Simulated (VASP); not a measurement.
A run of VASP 6.6.1:

The input INCAR:

```
  PREC = Accurate
  ENCUT = 520
  EDIFF = 1E-6
  ISMEAR = 0
  SIGMA = 0.1
  LREAL = False
  LASPH = True
  NELM = 60
  ALGO = Normal
  ISIF = 2
  LWAVE = False
  LCHARG = False
  GGA = PS
  NBANDS = 32
```

Contents of KPOINTS:

```
regular mesh
0
Gamma
  10 10 10
```

Contents of POSCAR:

```
Sn3S
1.0
    4.5986244512      0.0000000000      0.0000000000
    0.0000000000      4.5986244512      0.0000000000
    0.0000000000      0.0000000000      4.5986244512
Sn S
3 1
Direct
    0.0000000000      0.5000000000      0.5000000000
    0.5000000000      0.0000000000      0.5000000000
    0.5000000000      0.5000000000      0.0000000000
    0.0000000000      0.0000000000      0.0000000000
```

Potentials or basis: VASP PAW PBE potentials, release 64 (Sn_d, S).

Run with:

```sh
$ cat potpaw_PBE.64/Sn_d/POTCAR potpaw_PBE.64/S/POTCAR > POTCAR
$ mpirun -np 1 vasp_std > vasp.out
```

Hardware: 1 thread of Intel Xeon 8259CL (shared host).

Estimate the wall time of this run.

Wall time 3 min on 1 thread of Intel Xeon 8259CL, with other jobs on the host, peak memory 0.29 GiB. Counts: scf iterations 12, k points 56.
